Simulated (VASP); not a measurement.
# AlCo (Pm-3m) in VASP: further runs

The runs below take AlCo through relaxation of cell and atoms, with PBEsol.

Everything below comes from runs of VASP 6.6.1. Logs are shortened: lines on timing, memory, paths and dates and some standing lists are left out, and cuts for length are marked.

### Step 1. The cell of the first run

It takes space group Pm-3m (No. 221, cubic). Conventional cell: a = 2.819 Å, b = 2.819 Å, c = 2.819 Å, α = 90.00°, β = 90.00°, γ = 90.00°. Co (site symmetry m-3m) has 8 Al at 2.44 Å and 6 Co at 2.82 Å within 3.2 Å. Al (site symmetry m-3m) has 8 Co at 2.44 Å and 6 Al at 2.82 Å within 3.2 Å.

### Step 2. Relaxation of cell and atoms, PBEsol, collinear spin, ferromagnetic start

INCAR

```
ALGO = Normal ; EDIFF = 1E-6
EDIFFG = -0.01 ; ENCUT = 600
GGA = PS ; IBRION = 2
ISIF = 3 ; ISMEAR = -1
ISPIN = 2 ; LASPH = T
LCHARG = F ; LMAXMIX = 4
LORBIT = 11 ; LREAL = F
LWAVE = F ; MAGMOM = 2 0
NELM = 150 ; NSW = 60
PREC = Accurate ; SIGMA = 0.05
```

KPOINTS

```
k-points
0
Gamma
  9 9 9
```

POSCAR

```
AlCo
1.0
    2.8194032100      0.0000000000      0.0000000000
    0.0000000000      2.8194032100      0.0000000000
    0.0000000000      0.0000000000      2.8194032100
Co Al
1 1
Direct
    0.5000000000      0.5000000000      0.5000000000
    0.0000000000      0.0000000000      0.0000000000
```

Potentials or basis: VASP PAW PBE potentials, release 64 (Co, Al).

Run with:

```console
$ cat potpaw_PBE.64/Co/POTCAR potpaw_PBE.64/Al/POTCAR > POTCAR
$ mpirun -np 1 vasp_std > vasp.out
```

OUTCAR:

```text
EDIFF = 1E-6
   EDIFFG = -0.01
   ENCUT = 600
   GGA = PS
   IBRION = 2
   ISIF = 3
   ISMEAR = -1
   ISPIN = 2
   LASPH = T
   LORBIT = 11
   LREAL = F
   NELM = 150
   NSW = 60
   PREC = Accurate

 ion  position               nearest neighbor table
   1  0.500  0.500  0.500-   2 2.44   2 2.44   2 2.44   2 2.44   2 2.44   2 2.44   2 2.44   2 2.44

   2  0.000  0.000  0.000-   1 2.44   1 2.44   1 2.44   1 2.44   1 2.44   1 2.44   1 2.44   1 2.44

  LATTYP: Found a simple cubic cell.
 ALAT       =     2.8194032100

  Lattice vectors:

 A1 = (   2.8194032100,   0.0000000000,   0.0000000000)
 A2 = (   0.0000000000,   2.8194032100,   0.0000000000)
 A3 = (   0.0000000000,   0.0000000000,   2.8194032100)

Analysis of symmetry for initial positions (statically):
=====================================================================
 Subroutine PRICEL returns:
 Original cell was already a primitive cell.

 Routine SETGRP: Setting up the symmetry group for a
 simple cubic supercell.

 Subroutine GETGRP returns: Found 48 space group operations
 (whereof 48 operations were pure point group operations)
 out of a pool of 48 trial point group operations.

The static configuration has the point symmetry O_h .

Analysis of symmetry for dynamics (positions and initial velocities):
=====================================================================
 Subroutine PRICEL returns:
 Original cell was already a primitive cell.

 Routine SETGRP: Setting up the symmetry group for a
 simple cubic supercell.

 Subroutine GETGRP returns: Found 48 space group operations
 (whereof 48 operations were pure point group operations)
 out of a pool of 48 trial point group operations.

The dynamic configuration has the point symmetry O_h .

Analysis of structural, dynamic, and magnetic symmetry:
=====================================================================
 Subroutine PRICEL returns:
 Original cell was already a primitive cell.

 Routine SETGRP: Setting up the symmetry group for a
 simple cubic supercell.

 Subroutine GETGRP returns: Found 48 space group operations
 (whereof 48 operations were pure point group operations)
 out of a pool of 48 trial point group operations.

The overall configuration has the point symmetry O_h .

 Subroutine INISYM returns: Found 48 space group operations
 (whereof 48 operations are pure point group operations),
 and found     1 'primitive' translations

----------------------------------------------------------------------------------------

                                     Primitive cell

  volume of cell :      22.4115

  direct lattice vectors                    reciprocal lattice vectors
     2.819403210  0.000000000  0.000000000     0.354684990  0.000000000  0.000000000
     0.000000000  2.819403210  0.000000000     0.000000000  0.354684990  0.000000000
     0.000000000  0.000000000  2.819403210     0.000000000  0.000000000  0.354684990

  length of vectors
     2.819403210  2.819403210  2.819403210     0.354684990  0.354684990  0.354684990

  position of ions in fractional coordinates (direct lattice)
     0.500000000  0.500000000  0.500000000
     0.000000000  0.000000000  0.000000000

  ion indices of the primitive-cell ions
   primitive index   ion index
                 1           1
                 2           2

----------------------------------------------------------------------------------------

 KPOINTS: k-points

Automatic generation of k-mesh.
 Grid dimensions read from file:
 generate k-points for:    9    9    9

 Generating k-lattice:

  Cartesian coordinates                     Fractional coordinates (reciprocal lattice)
     0.039409443  0.000000000  0.000000000     0.111111111  0.000000000  0.000000000
     0.000000000  0.039409443  0.000000000     0.000000000  0.111111111  0.000000000
     0.000000000  0.000000000  0.039409443     0.000000000  0.000000000  0.111111111

  Length of vectors
     0.039409443  0.039409443  0.039409443

  Shift w.r.t. Gamma in fractional coordinates (k-lattice)
     0.000000000  0.000000000  0.000000000

 Subroutine IBZKPT returns following result:
 ===========================================

 Found     35 irreducible k-points:

 Following reciprocal coordinates:
            Coordinates               Weight
  0.000000  0.000000  0.000000      1.000000
  0.111111  0.000000  0.000000      6.000000
  0.222222  0.000000  0.000000      6.000000
  0.333333  0.000000  0.000000      6.000000
  0.444444  0.000000  0.000000      6.000000
  0.111111  0.111111  0.000000     12.000000
[... 16 lines left out ...]
  0.333333  0.333333  0.111111     24.000000
  0.444444  0.333333  0.111111     48.000000
 [... further k-points ...]
   k-points           NKPTS =     35   k-points in BZ     NKDIM =     35   number of bands    NBANDS=     11
   number of dos      NEDOS =    301   number of ions     NIONS =      2
   total plane-waves  NPLWV =  13824
   dimension x,y,z NGX =    24 NGY =   24 NGZ =   24
   dimension x,y,z NGXF=    48 NGYF=   48 NGZF=   48
   ions per type =               1   1
   NGX,Y,Z   is equivalent  to a cutoff of  14.15, 14.15, 14.15 a.u.
   NGXF,Y,Z  is equivalent  to a cutoff of  28.30, 28.30, 28.30 a.u.
 SYSTEM =  unknown system
   PREC   = accura    normal or accurate (medium, high low for compatibility)
   ISTART =      0    job   : 0-new  1-cont  2-samecut
   ICHARG =      2    charge: 1-file 2-atom 10-const
   ISPIN  =      2    spin polarized calculation?
   LNONCOLLINEAR =      F non collinear calculations
   LSORBIT =      F    spin-orbit coupling
   LASPH  =      T    aspherical Exc in radial PAW
   ENCUT  =  600.0 eV  44.10 Ry    6.64 a.u.   5.63  5.63  5.63*2*pi/ulx,y,z
   NELM   =    150;   NELMIN=  2; NELMDL= -5     # of ELM steps
   EDIFF  = 0.1E-05   stopping-criterion for ELM
   LREAL  =      F    real-space projection
   EDIFFG = -.1E-01   stopping-criterion for IOM
   NSW    =     60    number of steps for IOM
   IBRION =      2    ionic relax: 0-MD 1-quasi-New 2-CG
   NFREE  =      1    steps in history (QN), initial steepest desc. (CG)
   ISIF   =      3    stress and relaxation
   ISYM   =      2    0-nonsym 1-usesym 2-fastsym
   POTIM  = 0.5000    time-step for ionic-motion
   TEBEG  =    0.0;   TEEND  =   0.0 temperature during run
   PSTRESS=    0.0 pullay stress
   NELECT =      12.0000    total number of electrons
   NUPDOWN=      -1.0000    fix difference up-down
   EMIN   =  10.00;   EMAX   =-10.00  energy-range for DOS
   EFERMI =   0.00;   METHOD = LEGACY
   ISMEAR =    -1;   SIGMA  =   0.05  broadening in eV -4-tet -1-fermi 0-gaus
   EFERMI_NEDOS =   21; number of points for ismear=-14 and -15
   IALGO  =     38    algorithm
   IMIX   =      4    mixing-type and parameters
     AMIX     =   0.40;   BMIX     =  1.00
     AMIX_MAG =   1.60;   BMIX_MAG =  1.00
  volume/ion in A,a.u.               =      11.21        75.62
  Fermi-wavevector in a.u.,A,eV,Ry     =   1.329366  2.512138 24.044423  1.767215
  Thomas-Fermi vector in A             =   2.458534
   LORBIT       =     11    0 simple, 1 ext, 2 COOP (PROOUT), +10 PAW based schemes
   GGA     = PS    functional components
   LHFCALC =     F    Hartree Fock is set to
   AEXX    =    0.0000 exact exchange contribution
   IVDW    =     0    specifies the selected vdW correction
   LEPSILON=     F    determine dielectric tensor
   LRPA    =     F    only Hartree local field effects (RPA)
 conjugate gradient relaxation of ions
 spin polarized calculation
  energy-cutoff  :      600.00
  volume of cell :       22.41
 maximum number of plane-waves:       756
 NGX is ok and might be reduce to    24
   NGX = 11   NGY = 11   NGZ = 11

--------------------------------------- Ionic step        1  -------------------------------------------

 number of electron      11.9999996 magnetization      -0.0050857

 number of electron      11.9999996 magnetization       0.0004788

 Free energy of the ion-electron system (eV)
  ---------------------------------------------------
  ext. energy  EPLUGINS =         0.00000000
  ---------------------------------------------------
  free energy    TOTEN  =       -13.08761809 eV

  energy without entropy =      -13.08329825  energy(sigma->0) =      -13.08545817

------------------------ aborting loop because EDIFF is reached ----------------------------------------

  FORCE on cell =-STRESS in cart. coord.  units (eV):
  Direction    XX          YY          ZZ          XY          YZ          ZX
  --------------------------------------------------------------------------------------
  -------------------------------------------------------------------------------------
  Total        0.1044791      0.1044791      0.1044791      0.0000000     -0.0000000      0.0000000
  in kB        7.4691002      7.4691002      7.4691002      0.0000000     -0.0000000      0.0000000
  external PRESSURE =       7.4691002 kB  Pullay stress =       0.0000000 kB
[... 61 lines left out ...]
--------------------------------------- Ionic step        3  -------------------------------------------

 number of electron      11.9999996 magnetization      -0.0000027

 number of electron      11.9999996 magnetization       0.0000089

 Free energy of the ion-electron system (eV)
  ---------------------------------------------------
  ext. energy  EPLUGINS =         0.00000000
  ---------------------------------------------------
  free energy    TOTEN  =       -13.08778314 eV

  energy without entropy =      -13.08341923  energy(sigma->0) =      -13.08560119

 E-fermi :  10.8238     XC(G=0): -12.5270

 val. band max:       10.7737419271   @ k =   0.4444   0.4444   0.1111
 cond. band min:      10.9427004849   @ k =   0.4444   0.3333   0.0000
 fundamental gap:      0.1689585578
 Fermi energy:        10.8237772607

 spin component 1

 k-point     1 :       0.0000    0.0000    0.0000
  band No.  band energies     occupation
      1      -0.4267      1.00000
      2       7.7259      1.00000
      3       7.7259      1.00000
      4       9.9906      1.00000
      5       9.9906      1.00000
      6       9.9906      1.00000
      7      16.9490      0.00000
      8      16.9490      0.00000
      9      16.9490      0.00000
     10      19.7134      0.00000
     11      19.7134      0.00000
[... 309 lines left out ...]
 k-point    24 :       0.4444    0.3333    0.1111
  band No.  band energies     occupation
      1       4.8085      1.00000
      2       6.4885      1.00000
      3       8.0504      1.00000
      4       8.6835      1.00000
      5       9.4620      1.00000
      6       9.5936      1.00000
      7      11.0626      0.00836
      8      14.6391      0.00000
      9      16.0929      0.00000
     10      20.7182      0.00000
     11      22.7898      0.00000

 [... further k-points ...]

 spin component 2

 k-point     1 :       0.0000    0.0000    0.0000
  band No.  band energies     occupation
      1      -0.4267      1.00000
      2       7.7259      1.00000
      3       7.7259      1.00000
      4       9.9906      1.00000
      5       9.9906      1.00000
      6       9.9906      1.00000
      7      16.9490      0.00000
      8      16.9490      0.00000
      9      16.9490      0.00000
     10      19.7134      0.00000
     11      19.7134      0.00000
[... 351 lines left out ...]
  FREE ENERGIE OF THE ION-ELECTRON SYSTEM (eV)
  ---------------------------------------------------
  free  energy   TOTEN  =       -13.0877831446 eV

  energy  without entropy=      -13.0834192324  energy(sigma->0) =      -13.08560119

 reached required accuracy - stopping structural energy minimisation

 total charge

# of ion       s       p       d       tot
------------------------------------------
    1        0.447   0.532   7.534   8.513
    2        0.397   0.441   0.000   0.838
--------------------------------------------------
tot          0.844   0.973   7.534   9.351

 magnetization (x)

# of ion       s       p       d       tot
------------------------------------------
    1       -0.000  -0.000  -0.000  -0.000
    2        0.000   0.000   0.000   0.000
--------------------------------------------------
tot          0.000   0.000  -0.000  -0.000
```

Run time: 15 s. Hardware: 1 thread of Intel Xeon 6975P-C (Granite Rapids), shared host; peak memory 0.16 GiB.

Results:

```
Free energy                                           : -13.0878 eV
Relaxed volume                                        : 11.24 Å³/atom
Relaxed cell                                          : a = 2.823 Å, b = 2.823 Å, c = 2.823 Å, α = 90.00°, β = 90.00°, γ = 90.00°
Space group after relaxing (to 0.05 Å)                : Pm-3m (No. 221)
Energy gained by relaxing                             : 0.1 meV/atom
Ionic steps                                           : 3
Pressure after relaxing                               : 0.0 GPa
Band gap on the k mesh                                : zero (filled and empty bands overlap)
Net moment                                            : 0.00 μB per cell
Valence electrons inside the program's atomic spheres : Co 8.51; Al 0.84
```

Step by step:
| step | energy change (eV) | largest force (eV/Å) | pressure (GPa) | volume (Å³) |
| --- | --- | --- | --- | --- |
| 1 | 0.0000 | 0.0000 | 0.75 | 22.41 |
| 2 | 0.0001 | 0.0000 | -0.72 | 22.58 |
| 3 | -0.0002 | 0.0000 | 0.01 | 22.49 |

Final structure:
```yaml
crystal:
  lattice:
    - [2.82253, 0.00000, 0.00000]
    - [0.00000, 2.82253, 0.00000]
    - [0.00000, 0.00000, 2.82253]
  atoms:
    - { symbol: Co, position: [0.50000, 0.50000, 0.50000] }
    - { symbol: Al, position: [0.00000, 0.00000, 0.00000] }
```

Levels at points of the mesh, in eV from the Fermi level:
Spin up:
| k point | band 2 | band 3 | band 4 | band 5 | band 6 | band 7 | band 8 | band 9 | band 10 | band 11 |
| --- | --- | --- | --- | --- | --- | --- | --- | --- | --- | --- |
| (0.00, 0.00, 0.00) | -3.10 | -3.10 | -0.83 | -0.83 | -0.83 | 6.13 | 6.13 | 6.13 | 8.89 | 8.89 |
Spin down:
```csv
k point,band 4,band 5,band 6,band 7,band 8,band 9
"(0.00, 0.00, 0.00)",-0.83,-0.83,-0.83,6.13,6.13,6.13
```

Caveat: the starting moments collapsed, and a magnetic state may lie lower; the PAW data sets were made with another functional, which shifts forces and pressure a little.

[end of part 1 of 4]
